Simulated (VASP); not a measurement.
# BiS4 (I-43m) in VASP: a series of runs

The runs below take BiS4 through single point, relaxation of cell and atoms, with PBE.

All numbers are computed with VASP 6.6.1; they aren't measurements. Logs are shortened: lines on timing, memory, paths and dates and some standing lists are left out, and cuts for length are marked.

### Step 1. The cell of the first run

Symmetry: I-43m, No. 217, cubic system. The conventional cell has a = 6.445 Å, b = 6.445 Å, c = 6.445 Å, α = 90.00°, β = 90.00°, γ = 90.00°. Bi (site symmetry -43m) has 8 S at 2.58 to 3.01 Å within 3.4 Å. S (site symmetry 3m) has 2 Bi at 2.58 to 3.01 Å and 6 S at 3.24 Å within 3.4 Å.

The cell was built from a structure type or drawn by symmetry, and may not be a known phase.

### Step 2. Single point, PBE

INCAR reads:

```
ALGO = Normal
EDIFF = 1E-6
ENCUT = 520
GGA = PE
ISIF = 2
ISMEAR = 0
LASPH = True
LCHARG = False
LREAL = False
LWAVE = False
NBANDS = 28
NELM = 60
PREC = Accurate
SIGMA = 0.1
```

KPOINTS reads:

```
k-points
0
Gamma
  4 4 4
```

POSCAR reads:

```
BiS4
1.0
   -3.2222725598      3.2222725598      3.2222725598
    3.2222725598     -3.2222725598      3.2222725598
    3.2222725598      3.2222725598     -3.2222725598
Bi S
1 4
Direct
    0.0000000000      0.0000000000      0.0000000000
    0.0000000000      0.0000000000      0.5384820652
    0.5384820652      0.0000000000      0.0000000000
    0.0000000000      0.5384820652      0.0000000000
    0.4615179348      0.4615179348      0.4615179348
```

Potentials or basis: VASP PAW PBE potentials, release 64 (Bi_d, S).

Started as:

```
cat potpaw_PBE.64/Bi_d/POTCAR potpaw_PBE.64/S/POTCAR > POTCAR
mpirun -np 1 vasp_std > vasp.out
```

OUTCAR:

```text
EDIFF = 1E-6
   ENCUT = 520
   GGA = PE
   ISIF = 2
   ISMEAR = 0
   LASPH = True
   LREAL = False
   NELM = 60
   PREC = Accurate

 ion  position               nearest neighbor table
   1  0.000  0.000  0.000-   2 2.58   3 2.58   4 2.58   5 2.58   4 3.01   2 3.01   3 3.01   5 3.01

   2  0.000  0.000  0.538-   1 2.58   1 3.01
   3  0.538  0.000  0.000-   1 2.58   1 3.01
   4  0.000  0.538  0.000-   1 2.58   1 3.01
   5  0.462  0.462  0.462-   1 2.58   1 3.01

  LATTYP: Found a body centered cubic cell.
 ALAT       =     6.4445451196

  Lattice vectors:

 A1 = (  -3.2222725598,   3.2222725598,   3.2222725598)
 A2 = (   3.2222725598,  -3.2222725598,   3.2222725598)
 A3 = (   3.2222725598,   3.2222725598,  -3.2222725598)

Analysis of symmetry for initial positions (statically):
=====================================================================
 Subroutine PRICEL returns:
 Original cell was already a primitive cell.

 Routine SETGRP: Setting up the symmetry group for a
 body centered cubic supercell.

 Subroutine GETGRP returns: Found 24 space group operations
 (whereof 24 operations were pure point group operations)
 out of a pool of 48 trial point group operations.

The static configuration has the point symmetry T_d .

Analysis of symmetry for dynamics (positions and initial velocities):
=====================================================================
 Subroutine PRICEL returns:
 Original cell was already a primitive cell.

 Routine SETGRP: Setting up the symmetry group for a
 body centered cubic supercell.

 Subroutine GETGRP returns: Found 24 space group operations
 (whereof 24 operations were pure point group operations)
 out of a pool of 48 trial point group operations.

The dynamic configuration has the point symmetry T_d .

 Subroutine INISYM returns: Found 24 space group operations
 (whereof 24 operations are pure point group operations),
 and found     1 'primitive' translations

----------------------------------------------------------------------------------------

                                     Primitive cell

  volume of cell :     133.8279

  direct lattice vectors                    reciprocal lattice vectors
    -3.222272560  3.222272560  3.222272560     0.000000000  0.155169990  0.155169990
     3.222272560 -3.222272560  3.222272560     0.155169990  0.000000000  0.155169990
     3.222272560  3.222272560 -3.222272560     0.155169990  0.155169990  0.000000000

  length of vectors
     5.581139789  5.581139789  5.581139789     0.219443504  0.219443504  0.219443504

  position of ions in fractional coordinates (direct lattice)
     0.000000000  0.000000000  0.000000000
     0.000000000  0.000000000  0.538482065
     0.538482065  0.000000000  0.000000000
     0.000000000  0.538482065  0.000000000
     0.461517935  0.461517935  0.461517935

  ion indices of the primitive-cell ions
   primitive index   ion index
                 1           1
                 2           2
                 3           3
                 4           4
                 5           5

----------------------------------------------------------------------------------------

 KPOINTS: k-points

Automatic generation of k-mesh.
 Grid dimensions read from file:
 generate k-points for:    4    4    4

 Generating k-lattice:

  Cartesian coordinates                     Fractional coordinates (reciprocal lattice)
     0.000000000  0.038792497  0.038792497     0.250000000  0.000000000  0.000000000
     0.038792497  0.000000000  0.038792497     0.000000000  0.250000000  0.000000000
     0.038792497  0.038792497  0.000000000     0.000000000  0.000000000  0.250000000

  Length of vectors
     0.054860876  0.054860876  0.054860876

  Shift w.r.t. Gamma in fractional coordinates (k-lattice)
     0.000000000  0.000000000  0.000000000

 Subroutine IBZKPT returns following result:
 ===========================================

 Found      8 irreducible k-points:

 Following reciprocal coordinates:
            Coordinates               Weight
  0.000000  0.000000  0.000000      1.000000
  0.250000  0.000000  0.000000     12.000000
  0.500000  0.000000  0.000000      6.000000
  0.250000  0.250000  0.000000     24.000000
  0.250000  0.250000  0.250000      2.000000
 -0.250000  0.250000  0.250000      6.000000
  0.500000  0.500000  0.250000     12.000000
  0.500000  0.500000  0.500000      1.000000
   k-points           NKPTS =      8   k-points in BZ     NKDIM =      8   number of bands    NBANDS=     28
   number of dos      NEDOS =    301   number of ions     NIONS =      5
   total plane-waves  NPLWV =  74088
   dimension x,y,z NGX =    42 NGY =   42 NGZ =   42
   dimension x,y,z NGXF=    84 NGYF=   84 NGZF=   84
   ions per type =               1   4
   NGX,Y,Z   is equivalent  to a cutoff of  12.51, 12.51, 12.51 a.u.
   NGXF,Y,Z  is equivalent  to a cutoff of  25.02, 25.02, 25.02 a.u.
 SYSTEM =  unknown system
[... 45 lines left out ...]
 NGX is ok and might be reduce to    42
   NGX = 21   NGY = 21   NGZ = 21

 number of electron      39.0000004 magnetization

 Free energy of the ion-electron system (eV)
  ---------------------------------------------------
  ext. energy  EPLUGINS =         0.00000000
  ---------------------------------------------------
  free energy    TOTEN  =       -16.18749715 eV

  energy without entropy =      -16.14920899  energy(sigma->0) =      -16.16835307

 E-fermi :   3.0361     XC(G=0):  -8.8291

 val. band max:        3.0115744128   @ k =   0.2500   0.0000   0.0000
 cond. band min:       3.0611984840   @ k =   0.5000   0.5000   0.2500
 fundamental gap:      0.0496240712
 Fermi energy:         3.0360569418

 k-point     1 :       0.0000    0.0000    0.0000
  band No.  band energies     occupation
      1     -19.9960      2.00000
      2     -19.9960      2.00000
      3     -19.9960      2.00000
      4     -19.9296      2.00000
      5     -19.9296      2.00000
      6     -11.3050      2.00000
[... 20 lines left out ...]
     27       9.7765      0.00000
     28       9.7765      0.00000

 k-point     2 :       0.2500    0.0000    0.0000
  band No.  band energies     occupation
      1     -19.9961      2.00000
      2     -19.9942      2.00000
      3     -19.9922      2.00000
      4     -19.9298      2.00000
      5     -19.9298      2.00000
      6     -11.0314      2.00000
[... 20 lines left out ...]
     27       9.8983      0.00000
     28      10.0922      0.00000

 k-point     3 :       0.5000    0.0000    0.0000
  band No.  band energies     occupation
      1     -19.9963      2.00000
      2     -19.9924      2.00000
      3     -19.9884      2.00000
      4     -19.9300      2.00000
      5     -19.9300      2.00000
      6     -10.5801      2.00000
[... 20 lines left out ...]
     27      10.8005      0.00000
     28      11.0963      0.00000

 k-point     4 :       0.2500    0.2500    0.0000
  band No.  band energies     occupation
      1     -19.9951      2.00000
      2     -19.9924      2.00000
      3     -19.9895      2.00000
      4     -19.9300      2.00000
      5     -19.9300      2.00000
      6     -10.6099      2.00000
[... 20 lines left out ...]
     27      10.3937      0.00000
     28      11.0929      0.00000

 k-point     5 :       0.2500    0.2500    0.2500
  band No.  band energies     occupation
      1     -19.9924      2.00000
      2     -19.9924      2.00000
      3     -19.9924      2.00000
      4     -19.9300      2.00000
      5     -19.9300      2.00000
      6     -10.4840      2.00000
[... 20 lines left out ...]
     27      11.1147      0.00000
     28      11.1147      0.00000

 k-point     6 :      -0.2500    0.2500    0.2500
  band No.  band energies     occupation
      1     -19.9923      2.00000
      2     -19.9923      2.00000
      3     -19.9923      2.00000
      4     -19.9300      2.00000
      5     -19.9300      2.00000
      6     -10.7501      2.00000
[... 20 lines left out ...]
     27       9.8664      0.00000
     28      10.4241      0.00000

 k-point     7 :       0.5000    0.5000    0.2500
  band No.  band energies     occupation
      1     -19.9924      2.00000
      2     -19.9905      2.00000
      3     -19.9885      2.00000
      4     -19.9302      2.00000
      5     -19.9302      2.00000
      6     -10.2591      2.00000
[... 20 lines left out ...]
     27      11.3065      0.00000
     28      11.4361      0.00000

 k-point     8 :       0.5000    0.5000    0.5000
  band No.  band energies     occupation
      1     -19.9885      2.00000
      2     -19.9885      2.00000
      3     -19.9885      2.00000
      4     -19.9304      2.00000
      5     -19.9304      2.00000
      6      -9.4379      2.00000
[... 20 lines left out ...]
     27      11.6302      0.00000
     28      11.6590      0.00000

------------------------ aborting loop because EDIFF is reached ----------------------------------------

  FORCE on cell =-STRESS in cart. coord.  units (eV):
  Direction    XX          YY          ZZ          XY          YZ          ZX
  --------------------------------------------------------------------------------------
  -------------------------------------------------------------------------------------
  Total       -0.0973050     -0.0973050     -0.0973050      0.0000000      0.0000000     -0.0000000
  in kB       -1.1649276     -1.1649276     -1.1649276      0.0000000      0.0000000     -0.0000000
  external PRESSURE =      -1.1649276 kB  Pullay stress =       0.0000000 kB

 VOLUME and BASIS-vectors are now :
 -----------------------------------------------------------------------------
  energy-cutoff  :      520.00
  volume of cell :      133.83
      direct lattice vectors                 reciprocal lattice vectors
    -3.222272560  3.222272560  3.222272560     0.000000000  0.155169990  0.155169990
     3.222272560 -3.222272560  3.222272560     0.155169990  0.000000000  0.155169990
     3.222272560  3.222272560 -3.222272560     0.155169990  0.155169990  0.000000000

 POSITION                                       TOTAL-FORCE (eV/Angst)
 -----------------------------------------------------------------------------------
      0.00000      0.00000      0.00000        -0.000000      0.000000     -0.000000
      1.73514      1.73514     -1.73514         0.002702      0.002702     -0.002702
     -1.73514      1.73514      1.73514        -0.002702      0.002702      0.002702
      1.73514     -1.73514      1.73514         0.002702     -0.002702      0.002702
      1.48714      1.48714      1.48714        -0.002702     -0.002702     -0.002702
 -----------------------------------------------------------------------------------
    total drift:                                0.000006      0.000006      0.000009

  FREE ENERGIE OF THE ION-ELECTRON SYSTEM (eV)
  ---------------------------------------------------
  free  energy   TOTEN  =       -16.1874971549 eV

  energy  without entropy=      -16.1492089891  energy(sigma->0) =      -16.16835307
```

Wall time 18 s (1 thread of AMD EPYC 9R45 (Zen 5), shared host); peak memory 0.22 GiB.

Results:

```
Free energy            : -16.1875 eV
Pressure               : -0.1 GPa
Largest force          : 0.005 eV/Å
Band gap on the k mesh : zero (an odd number of electrons rules out a gap without spin polarisation)
```

Forces in eV/Å, atoms in the order of the input:
```
Bi   0.000  0.000  0.000
S    0.003  0.003 -0.003
S   -0.003  0.003  0.003
S    0.003 -0.003  0.003
S   -0.003 -0.003 -0.003
```

Caveat: spin-orbit coupling is left out, which moves the levels of the heavy elements.

### Step 3. Single point, PBE

This run uses another cell than the first one, of 33.46 Å³/atom.

INCAR reads:

```
PREC = Accurate
ENCUT = 520
EDIFF = 1E-6
ISMEAR = 0
SIGMA = 0.1
LREAL = False
LASPH = True
NELM = 60
ALGO = Normal
ISIF = 2
LWAVE = False
LCHARG = True
GGA = PE
LELF = True
LVHAR = True
NBANDS = 28
```

KPOINTS reads:

```
regular mesh
0
Gamma
  4 4 4
```

POSCAR reads:

```
BiS4
1.0
   -3.4713017500      3.4713017500      3.4713017500
    3.4713017500     -3.4713017500      3.4713017500
    3.4713017500      3.4713017500     -3.4713017500
Bi S
1 4
Direct
    0.0000000000      0.0000000000      0.0000000000
    0.0000000000      0.0000000000      0.7463128600
    0.7463128600      0.0000000000      0.0000000000
    0.0000000000      0.7463128600      0.0000000000
    0.2536871400      0.2536871400      0.2536871400
```

Potentials or basis: VASP PAW PBE potentials, release 64 (Bi_d, S).

Started as:

```
cat potpaw_PBE.64/Bi_d/POTCAR potpaw_PBE.64/S/POTCAR > POTCAR
mpirun -np 1 vasp_std > vasp.out
```

Run time: 31 s. Hardware: 1 thread of AMD EPYC 9R45 (Zen 5), shared host; peak memory 0.28 GiB.

Results (log left out):

| Item | Value |
| --- | --- |
| Free energy | 78.0920 eV |
| Pressure | 189.4 GPa |
| Largest force | 97.844 eV/Å |
| Band gap on the k mesh | zero (an odd number of electrons rules out a gap without spin polarisation) |

Forces on the atoms (eV/Å):
```
Bi    0.000   0.000   0.000
S   -56.490 -56.490  56.490
S    56.490 -56.490 -56.490
S   -56.490  56.490 -56.490
S    56.490  56.490  56.490
```

Levels at points of the mesh, in eV from the Fermi level:
```csv
k point,band 15,band 16,band 17,band 18,band 19,band 20,band 21,band 22,band 23,band 24
"(0.00, 0.00, 0.00)",-3.27,-3.08,-3.08,-3.08,0.47,0.47,0.47,3.91,5.30,5.30
"(0.50, 0.00, 0.00)",-3.38,-3.01,-2.92,-2.88,-0.63,0.06,0.44,4.05,4.48,4.67
"(0.50, 0.50, 0.50)",-3.70,-2.82,-2.82,-2.82,-0.31,-0.31,-0.31,3.34,4.50,4.50
```

Caveat: atoms lie so close that the PAW spheres overlap strongly, which falsifies energies and pressures; the cell stands under pressure; spin-orbit coupling is left out, which moves the levels of the heavy elements; forces of over 1 eV/Å act on the atoms, so gaps and moduli don't describe the material at rest.

### Step 4. Relaxation of cell and atoms, PBE

INCAR reads:

```
PREC     = Accurate       # precision mode
ENCUT    = 600            # plane-wave cutoff, eV
EDIFF    = 1E-6           # SCF threshold, eV
ISMEAR   = 0              # smearing method
SIGMA    = 0.1            # smearing width, eV
LREAL    = F              # projectors in reciprocal space
LASPH    = T              # aspherical terms in the spheres
NELM     = 80             # most SCF steps
ALGO     = Normal         # electronic algorithm
ISIF     = 3              # what is computed and relaxed
LWAVE    = F              # write WAVECAR
LCHARG   = F              # write CHGCAR
GGA      = PE             # functional
IBRION   = 2              # ionic algorithm
NSW      = 100            # ionic steps
EDIFFG   = -0.01          # ionic threshold
```

KPOINTS reads:

```
regular mesh
0
Gamma
  8 8 8
```

POSCAR reads:

```
BiS4
1.0
   -3.2222725598      3.2222725598      3.2222725598
    3.2222725598     -3.2222725598      3.2222725598
    3.2222725598      3.2222725598     -3.2222725598
Bi S
1 4
Direct
    0.0000000000      0.0000000000      0.0000000000
    0.0000000000      0.0000000000      0.5384820652
    0.5384820652      0.0000000000      0.0000000000
    0.0000000000      0.5384820652      0.0000000000
    0.4615179348      0.4615179348      0.4615179348
```

Started as:

```
cat potpaw_PBE.64/Bi_d/POTCAR potpaw_PBE.64/S/POTCAR > POTCAR
mpirun -np 1 vasp_std > vasp.out
```

It took 12 min on 1 thread of AMD EPYC 9R45 (Zen 5), shared host; peak memory 0.36 GiB.

The run converged. Its results:

```yaml
Free_energy: -16.2990 eV
Relaxed_volume: 25.90 Å³/atom
Relaxed_cell: a = 5.521 Å, b = 5.521 Å, c = 5.521 Å, α = 109.47°, β = 109.47°, γ = 109.47°
Space_group_after_relaxing_to_0.1_Å: Im-3m (No. 229)
Energy_gained_by_relaxing: 14.2 meV/atom
Ionic_steps: 18
Pressure_after_relaxing: 0.0 GPa
Band_gap_on_the_k_mesh: zero (an odd number of electrons rules out a gap without spin polarisation)
```

Forces on the atoms (eV/Å):
```
Bi   0.000  0.000  0.000
S    0.002  0.002 -0.002
S   -0.002  0.002  0.002
S    0.002 -0.002  0.002
S   -0.002 -0.002 -0.002
```

Step by step:
| step | energy change (eV) | largest force (eV/Å) | pressure (GPa) | volume (Å³) |
| --- | --- | --- | --- | --- |
| 1 | 0.0000 | 0.1003 | -0.16 | 133.83 |
| 2 | -0.0023 | 0.1032 | -0.05 | 133.31 |
| 3 | -0.0074 | 0.1137 | 0.30 | 131.77 |
| 4 | -0.0090 | 0.1415 | 1.12 | 128.73 |
| 5 | -0.0098 | 0.1310 | 0.79 | 129.86 |
| 6 | -0.0106 | 0.1293 | 0.77 | 129.83 |
| 7 | -0.0130 | 0.1264 | 0.75 | 129.72 |
| 8 | -0.0177 | 0.1217 | 0.71 | 129.51 |
| 9 | -0.0268 | 0.1130 | 0.67 | 129.08 |
| 10 | -0.0429 | 0.1162 | 0.70 | 128.23 |
| 11 | -0.0604 | 0.0120 | 1.19 | 126.53 |
| 12 | -0.0616 | 0.0528 | 0.98 | 127.08 |
| 13 | -0.0700 | 0.0331 | -0.01 | 129.53 |
| 14 | -0.0701 | 0.0325 | -0.06 | 129.65 |
| 15 | -0.0701 | 0.0321 | -0.06 | 129.70 |
| 16 | -0.0703 | 0.0286 | -0.07 | 129.68 |
| 17 | -0.0708 | 0.0186 | -0.05 | 129.63 |
| 18 | -0.0712 | 0.0029 | -0.01 | 129.51 |

Final structure:
```cif
data_structure
_symmetry_space_group_name_H-M 'P 1'
_symmetry_Int_Tables_number 1
_cell_length_a 5.5205
_cell_length_b 5.5205
_cell_length_c 5.5205
_cell_angle_alpha 109.471
_cell_angle_beta 109.471
_cell_angle_gamma 109.471
_cell_volume 129.51
loop_
_atom_site_label
_atom_site_type_symbol
_atom_site_fract_x
_atom_site_fract_y
_atom_site_fract_z
_atom_site_occupancy
Bi1 Bi 0.00000 0.00000 0.00000 1
S1 S 0.00000 0.00000 0.49971 1
S2 S 0.49971 0.00000 0.00000 1
S3 S 0.00000 0.49971 0.00000 1
S4 S 0.50029 0.50029 0.50029 1
```

Levels at points of the mesh, in eV from the Fermi level:
```csv
k point,band 15,band 16,band 17,band 18,band 19,band 20,band 21,band 22,band 23
"(0.00, 0.00, 0.00)",-2.85,-2.85,-0.07,-0.07,-0.07,0.20,1.39,1.39,4.71
"(0.50, 0.00, 0.00)",-1.90,-1.65,-1.64,-0.92,-0.91,-0.41,0.55,0.65,1.69
"(0.50, 0.50, 0.50)",-2.48,0.28,0.37,0.37,0.37,0.90,0.90,0.90,1.20
```

Caveat: spin-orbit coupling is left out, which moves the levels of the heavy elements.

### Step 5. Summary

```csv
task,cell,k mesh,cutoff (eV),gap on the mesh (eV),pressure (GPa)
single point,"a = 5.581 Å, angles 109.5°, 5 atoms, atomic positions A",4 × 4 × 4,520,none,-0.1
single point,"a = 6.012 Å, angles 109.5°, 5 atoms, atomic positions B",4 × 4 × 4,520,none,189.4
relaxation of cell and atoms,"relaxed from a = 5.581 Å, angles 109.5°, 5 atoms, atomic positions A",8 × 8 × 8,600,none,0.0
```

Alike in all rows: level PBE; potentials or basis VASP PAW PBE potentials, release 64 (Bi_d, S); no spin polarisation; smearing gaussian 0.1 eV.

Caveats: spin-orbit coupling is left out, which moves the levels of the heavy elements; atoms lie so close that the PAW spheres overlap strongly, which falsifies energies and pressures (at least some runs); the cell stands under pressure (at least some runs); forces of over 1 eV/Å act on the atoms, so gaps and moduli don't describe the material at rest (at least some runs).

Total energies depend on the potentials used, so only differences within one code and one set of settings carry meaning.
